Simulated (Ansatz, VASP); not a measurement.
SiC5: VASP beside Ansatz

```xyz
6
Lattice="2.4411 0.0000 0.0000 -1.2206 2.1141 0.0000 0.0000 0.0000 16.0415" Properties=species:S:1:pos:R:3 pbc="T T T"
Si    0.0000    0.0000    8.0207
C     0.0000    0.0000    0.0000
C     0.0000    1.4094   12.3081
C     1.2206    0.7047   12.3081
C     0.0000    1.4094    3.7333
C     1.2206    0.7047    3.7334
```

Alike in both runs: functional PBE; k mesh 6 × 6 × 2; occupations gaussian, width 0.1 eV; no spin polarisation.

Ansatz relaxed the structure, and its values are those at the end. VASP's run is a single point on that final structure, the one shown.

|  | VASP | Ansatz |
| --- | --- | --- |
| version | VASP 6.6.1 | Ansatz 0.2.0 |
| potentials or method | VASP PAW PBE potentials, release 64 (Si, C), cutoff 520 eV | scalar-relativistic, plane waves, PAW |
| valence electrons in the cell | 24 | 24 |

Ansatz gave:

```
gap on the k mesh at the Fermi level (eV) : 0.09
least direct gap on the mesh (eV)         : 0.44
pressure (GPa)                            : 0.1
```

Task: What did VASP give for the same quantities?

Result: gap on the k mesh at the Fermi level (eV): 0.09; least direct gap on the mesh (eV): 0.44; pressure (GPa): 0.2.

With one functional, cell and mesh, what is left measures potentials, basis and numerics.

The k mesh is coarse, so the values compare programs but aren't converged.
